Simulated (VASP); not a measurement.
Crystal: Tc.

```xyz
4
Lattice="2.7023 0.0000 0.0000 -1.3512 2.3403 0.0000 0.0000 0.0000 8.6512" Properties=species:S:1:pos:R:3 pbc="T T T"
Tc    1.3512    0.7801    6.4884
Tc    0.0000    0.0000    4.3256
Tc    0.0000    1.5602    2.1628
Tc    0.0000    0.0000    0.0000
```

Base run:

| Quantity | Value |
| --- | --- |
| Program | VASP 6.6.1 |
| Functional | PBEsol |
| Potentials or basis | VASP PAW PBE potentials, release 64 (Tc_pv) |
| Cutoff | 520 eV |
| k mesh | 11 × 11 × 3 |
| Occupations | fermi-dirac, width 0.05 eV |
| Spin | no spin polarisation |

Its results: band gap on the k mesh zero (bands 26 and 27 overlap by 3.09 eV); pressure 7.7 GPa.

Problem. The run is repeated on the same cell with these changes: functional from PBEsol to PBE; further incar settings from ALGO = Fast; EDIFF = 1e-07; NBANDS = 34 to ALGO = Normal; EDIFF = 1e-06; NBANDS = 34. What comes out?

Solution. Band gap on the k mesh zero (bands 26 and 27 overlap by 3.12 eV); pressure 17.9 GPa.

Caveats: the cell stands under pressure; the PAW data sets were made with another functional, which shifts forces and pressure a little (at least some runs).
